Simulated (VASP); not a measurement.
# MgO (Periclase) (Fm-3m) in VASP: further runs

Aim: see how the results for MgO (Periclase) move with the level of theory and the settings. Levels: BLYP, r2SCAN. Tasks: single point.

Program: VASP 6.6.1. These are calculated values, not measurements. Logs are shortened: lines on timing, memory, paths and dates and some standing lists are left out, and cuts for length are marked.

**Measured values to compare with.**

From “Electronic structure of alkaline earth and post-transition metal oxides”, 2009, arxiv:0908.1581, for a bulk crystal of MgO: band gap 7.83 eV.

The runs below are set against these values where they give the same quantity.

### Step 1. The cell of the first run

The structure is cubic, space group Fm-3m (No. 225). The conventional cell has a = 4.217 Å, b = 4.217 Å, c = 4.217 Å, α = 90.00°, β = 90.00°, γ = 90.00°. Within 2.8 Å of Mg (site symmetry m-3m) lie 6 O at 2.11 Å. O (site symmetry m-3m) has 6 Mg at 2.11 Å within 2.8 Å.

### Step 2. Single point, BLYP

Contents of INCAR:

```
PREC = Accurate
ENCUT = 600
EDIFF = 1E-6
ISMEAR = -1
SIGMA = 0.02
LREAL = False
LASPH = True
NELM = 120
ALGO = Normal
ISIF = 2
LWAVE = False
LCHARG = True
GGA = B5
ALDAX = 1.0
AGGAX = 1.0
AGGAC = 1.0
ALDAC = 0.0
LELF = True
LVHAR = True
NBANDS = 11
GGA_COMPAT = False
```

Contents of KPOINTS:

```
regular mesh
0
Gamma
  8 8 8
```

Contents of POSCAR:

```
MgO
1.0
    2.9818690000      0.0000000000      0.0000000000
    1.4909345000      2.5823743048      0.0000000000
    1.4909345000      0.8607914349      2.4346858433
Mg O
1 1
Direct
    0.0000000000      0.0000000000      0.0000000000
    0.5000000000      0.5000000000      0.5000000000
```

Potentials or basis: VASP PAW PBE potentials, release 64 (Mg, O).

Launch:

```
cat potpaw_PBE.64/Mg/POTCAR potpaw_PBE.64/O/POTCAR > POTCAR
mpirun -np 1 vasp_std > vasp.out
```

OUTCAR:

```text
PREC = Accurate
   ENCUT = 600
   EDIFF = 1E-6
   ISMEAR = -1
   LREAL = False
   LASPH = True
   NELM = 120
   ISIF = 2
   GGA = B5

 ion  position               nearest neighbor table
   1  0.000  0.000  0.000-   2 2.11   2 2.11   2 2.11   2 2.11   2 2.11   2 2.11
   2  0.500  0.500  0.500-   1 2.11   1 2.11   1 2.11   1 2.11   1 2.11   1 2.11

  LATTYP: Found a face centered cubic cell.
 ALAT       =     4.2169995811

  Lattice vectors:

 A1 = (   2.9818690000,   0.0000000000,   0.0000000000)
 A2 = (   1.4909345000,   2.5823743048,   0.0000000000)
 A3 = (   1.4909345000,   0.8607914349,   2.4346858433)

Analysis of symmetry for initial positions (statically):
=====================================================================
 Subroutine PRICEL returns:
 Original cell was already a primitive cell.

 Routine SETGRP: Setting up the symmetry group for a
 face centered cubic supercell.

 Subroutine GETGRP returns: Found 48 space group operations
 (whereof 48 operations were pure point group operations)
 out of a pool of 48 trial point group operations.

The static configuration has the point symmetry O_h .

Analysis of symmetry for dynamics (positions and initial velocities):
=====================================================================
 Subroutine PRICEL returns:
 Original cell was already a primitive cell.

 Routine SETGRP: Setting up the symmetry group for a
 face centered cubic supercell.

 Subroutine GETGRP returns: Found 48 space group operations
 (whereof 48 operations were pure point group operations)
 out of a pool of 48 trial point group operations.

The dynamic configuration has the point symmetry O_h .

 Subroutine INISYM returns: Found 48 space group operations
 (whereof 48 operations are pure point group operations),
 and found     1 'primitive' translations

----------------------------------------------------------------------------------------

                                     Primitive cell

  volume of cell :      18.7478

  direct lattice vectors                    reciprocal lattice vectors
     2.981869000  0.000000000  0.000000000     0.335360138 -0.193620266 -0.136910203
     1.490934500  2.582374305  0.000000000     0.000000000  0.387240532 -0.136910203
     1.490934500  0.860791435  2.434685843     0.000000000  0.000000000  0.410730609

  length of vectors
     2.981869000  2.981869000  2.981869000     0.410730609  0.410730609  0.410730609

  position of ions in fractional coordinates (direct lattice)
     0.000000000  0.000000000  0.000000000
     0.500000000  0.500000000  0.500000000

  ion indices of the primitive-cell ions
   primitive index   ion index
                 1           1
                 2           2

----------------------------------------------------------------------------------------

 KPOINTS: regular mesh

Automatic generation of k-mesh.
 Grid dimensions read from file:
 generate k-points for:    8    8    8

 Generating k-lattice:

  Cartesian coordinates                     Fractional coordinates (reciprocal lattice)
     0.041920017 -0.024202533 -0.017113775     0.125000000  0.000000000 -0.000000000
     0.000000000  0.048405067 -0.017113775     0.000000000  0.125000000 -0.000000000
     0.000000000  0.000000000  0.051341326     0.000000000  0.000000000  0.125000000

  Length of vectors
     0.051341326  0.051341326  0.051341326

  Shift w.r.t. Gamma in fractional coordinates (k-lattice)
     0.000000000  0.000000000  0.000000000

 Subroutine IBZKPT returns following result:
 ===========================================

 Found     29 irreducible k-points:

 Following reciprocal coordinates:
            Coordinates               Weight
  0.000000  0.000000  0.000000      1.000000
  0.125000 -0.000000 -0.000000      8.000000
  0.250000 -0.000000 -0.000000      8.000000
  0.375000  0.000000  0.000000      8.000000
  0.500000 -0.000000 -0.000000      4.000000
  0.125000  0.125000  0.000000      6.000000
[... 16 lines left out ...]
  0.500000  0.250000  0.125000     48.000000
 -0.375000  0.250000  0.125000     24.000000
 [... further k-points ...]
   k-points           NKPTS =     29   k-points in BZ     NKDIM =     29   number of bands    NBANDS=     11
   number of dos      NEDOS =    301   number of ions     NIONS =      2
   total plane-waves  NPLWV =  13824
   dimension x,y,z NGX =    24 NGY =   24 NGZ =   24
   dimension x,y,z NGXF=    48 NGYF=   48 NGZF=   48
   ions per type =               1   1
   NGX,Y,Z   is equivalent  to a cutoff of  13.38, 13.38, 13.38 a.u.
   NGXF,Y,Z  is equivalent  to a cutoff of  26.76, 26.76, 26.76 a.u.
 SYSTEM =  unknown system
   PREC   = accura    normal or accurate (medium, high low for compatibility)
   ISTART =      0    job   : 0-new  1-cont  2-samecut
   ICHARG =      2    charge: 1-file 2-atom 10-const
   ISPIN  =      1    spin polarized calculation?
   LNONCOLLINEAR =      F non collinear calculations
   LSORBIT =      F    spin-orbit coupling
   LASPH  =      T    aspherical Exc in radial PAW
   ENCUT  =  600.0 eV  44.10 Ry    6.64 a.u.   5.96  5.96  5.96*2*pi/ulx,y,z
   NELM   =    120;   NELMIN=  2; NELMDL= -5     # of ELM steps
   EDIFF  = 0.1E-05   stopping-criterion for ELM
   LREAL  =      F    real-space projection
   EDIFFG = 0.1E-04   stopping-criterion for IOM
   NSW    =      0    number of steps for IOM
   IBRION =     -1    ionic relax: 0-MD 1-quasi-New 2-CG
   NFREE  =      0    steps in history (QN), initial steepest desc. (CG)
   ISIF   =      2    stress and relaxation
   ISYM   =      2    0-nonsym 1-usesym 2-fastsym
   POTIM  = 0.5000    time-step for ionic-motion
   TEBEG  =    0.0;   TEEND  =   0.0 temperature during run
   PSTRESS=    0.0 pullay stress
   NELECT =       8.0000    total number of electrons
   NUPDOWN=      -1.0000    fix difference up-down
   EMIN   =  10.00;   EMAX   =-10.00  energy-range for DOS
   EFERMI =   0.00;   METHOD = LEGACY
   ISMEAR =    -1;   SIGMA  =   0.02  broadening in eV -4-tet -1-fermi 0-gaus
   EFERMI_NEDOS =   21; number of points for ismear=-14 and -15
   IALGO  =     38    algorithm
   IMIX   =      4    mixing-type and parameters
     AMIX     =   0.40;   BMIX     =  1.00
     AMIX_MAG =   1.60;   BMIX_MAG =  1.00
  volume/ion in A,a.u.               =       9.37        63.26
  Fermi-wavevector in a.u.,A,eV,Ry     =   1.232503  2.329093 20.668111  1.519063
  Thomas-Fermi vector in A             =   2.367270
   LORBIT       =      0    0 simple, 1 ext, 2 COOP (PROOUT), +10 PAW based schemes
   GGA     = B5    functional components
   LHFCALC =     F    Hartree Fock is set to
   AEXX    =    0.0000 exact exchange contribution
   IVDW    =     0    specifies the selected vdW correction
   LEPSILON=     F    determine dielectric tensor
   LRPA    =     F    only Hartree local field effects (RPA)
 non-spin polarized calculation
  energy-cutoff  :      600.00
  volume of cell :       18.75
 maximum number of plane-waves:       638
   NGX = 11   NGY = 11   NGZ = 11

 number of electron       8.0000005 magnetization

 Free energy of the ion-electron system (eV)
  ---------------------------------------------------
  ext. energy  EPLUGINS =         0.00000000
  ---------------------------------------------------
  free energy    TOTEN  =       -11.33988011 eV

  energy without entropy =      -11.33988011  energy(sigma->0) =      -11.33988011

 E-fermi :   3.8495     XC(G=0): -10.5738

 val. band max:        3.4760294273   @ k =   0.0000   0.0000   0.0000
 cond. band min:       8.4566386590   @ k =   0.0000   0.0000   0.0000
 fundamental gap:      4.9806092317
 Fermi energy:         3.8495046282

 k-point     1 :       0.0000    0.0000    0.0000
  band No.  band energies     occupation
      1     -13.6478      2.00000
      2       3.4760      2.00000
      3       3.4760      2.00000
      4       3.4760      2.00000
      5       8.4566      0.00000
      6      19.4413      0.00000
      7      19.4413      0.00000
      8      19.4413      0.00000
      9      23.8469      0.00000
     10      24.9659      0.00000
     11      24.9659      0.00000

 k-point     2 :       0.1250   -0.0000   -0.0000
  band No.  band energies     occupation
      1     -13.4870      2.00000
      2       2.5612      2.00000
      3       3.3750      2.00000
      4       3.3750      2.00000
      5       9.3394      0.00000
      6      17.8752      0.00000
      7      19.7934      0.00000
      8      19.7934      0.00000
      9      24.0028      0.00000
     10      24.0028      0.00000
     11      25.7729      0.00000

 k-point     3 :       0.2500   -0.0000   -0.0000
  band No.  band energies     occupation
      1     -13.0695      2.00000
      2       0.8968      2.00000
      3       3.1423      2.00000
      4       3.1423      2.00000
      5      10.7877      0.00000
      6      16.3312      0.00000
      7      20.2473      0.00000
      8      20.2473      0.00000
      9      23.6561      0.00000
     10      23.6561      0.00000
     11      25.5760      0.00000

 k-point     4 :       0.3750    0.0000    0.0000
  band No.  band energies     occupation
      1     -12.5994      2.00000
      2      -0.4872      2.00000
      3       2.9230      2.00000
      4       2.9230      2.00000
      5      11.5652      0.00000
      6      16.0463      0.00000
      7      20.0316      0.00000
      8      20.0316      0.00000
      9      24.7904      0.00000
     10      25.0156      0.00000
     11      25.0156      0.00000
[... 239 lines left out ...]
 k-point    22 :       0.3750    0.2500    0.1250
  band No.  band energies     occupation
      1     -12.7709      2.00000
      2       0.5491      2.00000
      3       2.3576      2.00000
      4       2.8745      2.00000
      5      12.1517      0.00000
      6      15.2975      0.00000
      7      18.6123      0.00000
      8      21.0887      0.00000
      9      21.7162      0.00000
     10      25.9621      0.00000
     11      29.3830      0.00000

 k-point    23 :       0.5000    0.2500    0.1250
  band No.  band energies     occupation
      1     -12.4011      2.00000
      2      -0.1316      2.00000
      3       1.8031      2.00000
      4       2.6269      2.00000
      5      13.2034      0.00000
      6      15.3927      0.00000
      7      17.4517      0.00000
      8      20.6796      0.00000
      9      23.2782      0.00000
     10      25.9726      0.00000
     11      29.5545      0.00000

 k-point    24 :      -0.3750    0.2500    0.1250
  band No.  band energies     occupation
      1     -12.2370      2.00000
      2      -0.4213      2.00000
      3       1.6036      2.00000
      4       2.5095      2.00000
      5      13.4291      0.00000
      6      15.8587      0.00000
      7      17.0387      0.00000
      8      20.4355      0.00000
      9      24.1278      0.00000
     10      25.6451      0.00000
     11      29.7013      0.00000

 [... further k-points ...]
[... 5 lines left out ...]
  --------------------------------------------------------------------------------------
  -------------------------------------------------------------------------------------
  Total        0.6563905      0.6563905      0.6563905     -0.0000000     -0.0000000      0.0000000
  in kB       56.0947423     56.0947423     56.0947423     -0.0000000     -0.0000000      0.0000000
  external PRESSURE =      56.0947423 kB  Pullay stress =       0.0000000 kB

 VOLUME and BASIS-vectors are now :
 -----------------------------------------------------------------------------
  energy-cutoff  :      600.00
  volume of cell :       18.75
      direct lattice vectors                 reciprocal lattice vectors
     2.981869000  0.000000000  0.000000000     0.335360138 -0.193620266 -0.136910203
     1.490934500  2.582374305  0.000000000     0.000000000  0.387240532 -0.136910203
     1.490934500  0.860791435  2.434685843     0.000000000  0.000000000  0.410730609

 POSITION                                       TOTAL-FORCE (eV/Angst)
 -----------------------------------------------------------------------------------
      0.00000      0.00000      0.00000         0.000000      0.000000      0.000000
      2.98187      1.72158      1.21734        -0.000000     -0.000000      0.000000
 -----------------------------------------------------------------------------------
    total drift:                               -0.000000      0.000000     -0.000000

  FREE ENERGIE OF THE ION-ELECTRON SYSTEM (eV)
  ---------------------------------------------------
  free  energy   TOTEN  =       -11.3398801083 eV

  energy  without entropy=      -11.3398801083  energy(sigma->0) =      -11.33988011
```

Run time: 24 s. Hardware: 1 thread of AMD EPYC 7R13, shared host; peak memory 0.11 GiB.

What came out:

```yaml
Free_energy: -11.3399 eV
Pressure: 5.6 GPa
Band_gap_on_the_k_mesh: 4.98 eV, direct
```

Levels at points of the mesh, in eV from the valence-band top:
```csv
k point,band 2,band 3,band 4,band 5,band 6,band 7
"(0.00, 0.00, 0.00)",0.00,0.00,0.00,4.98,15.97,15.97
"(0.50, 0.00, 0.00)",-4.50,-0.64,-0.64,8.22,12.75,16.38
"(0.50, 0.50, 0.00)",-3.96,-1.32,-1.32,9.50,10.00,13.32
```

Caveat: the PAW data sets were made with another functional, which shifts forces and pressure a little. Expect the measured gap to be larger: semilocal functionals such as BLYP lack the derivative discontinuity.

### Step 3. Single point, r2SCAN

POSCAR is that of step 2.

Contents of INCAR.step1:

```
SYSTEM = MgO
PREC = Accurate ; ENCUT = 660
ISMEAR = -1 ; SIGMA = 0.02
LREAL = .False. ; LASPH = .True.
NELM = 120 ; NBANDS = 11
GGA = PE ; ALGO = Normal
EDIFF = 1E-5 ; LWAVE = .True.
LCHARG = .False. ; GGA_COMPAT = .False.
```

Contents of INCAR.step2:

```
SYSTEM = MgO
PREC = Accurate ; ENCUT = 660
EDIFF = 1E-6 ; ISMEAR = -1
SIGMA = 0.02 ; LREAL = .False.
LASPH = .True. ; NELM = 120
ALGO = Normal ; ISIF = 2
LWAVE = .False. ; LCHARG = .False.
METAGGA = R2SCAN ; LMIXTAU = .True.
NBANDS = 11 ; ISTART = 1
GGA_COMPAT = .False.
```

Contents of KPOINTS:

```
regular mesh
0
Gamma
  8 8 8
  0 0 0
```

Potentials or basis: VASP PAW PBE potentials, release 64 (Mg, O).

Launch:

```
cat potpaw_PBE.64/Mg/POTCAR potpaw_PBE.64/O/POTCAR > POTCAR
cp INCAR.step1 INCAR
mpirun -np 1 vasp_std > vasp.out
cp INCAR.step2 INCAR
mpirun -np 1 vasp_std > vasp.out
```

It took 89 s on 1 thread of AMD EPYC 7R13, shared host; peak memory 0.14 GiB.

It converged, with:

```
Free energy            : -16.1655 eV
Pressure               : -2.9 GPa
Band gap on the k mesh : 5.57 eV, direct
```

Levels at points of the mesh, in eV from the valence-band top:
```
           k point  band 2  band 3  band 4  band 5  band 6  band 7
(0.00, 0.00, 0.00)    0.00    0.00    0.00    5.57   16.82   16.82
(0.50, 0.00, 0.00)   -4.59   -0.67   -0.67    8.78   13.77   17.39
(0.50, 0.50, 0.00)   -4.08   -1.37   -1.37   10.03   11.03   14.25
```

Caveat: the PAW data sets were made with another functional, which shifts forces and pressure a little.

### Step 4. How close it comes

Step 3. Against the measured gap of MgO, 7.83 eV (quoted in “Electronic structure of alkaline earth and post-transition metal oxides”, 2009, arxiv:0908.1581), the calculated 5.57 eV is off by -2.26 eV. The value is that of r2SCAN, without temperature or zero-point motion.
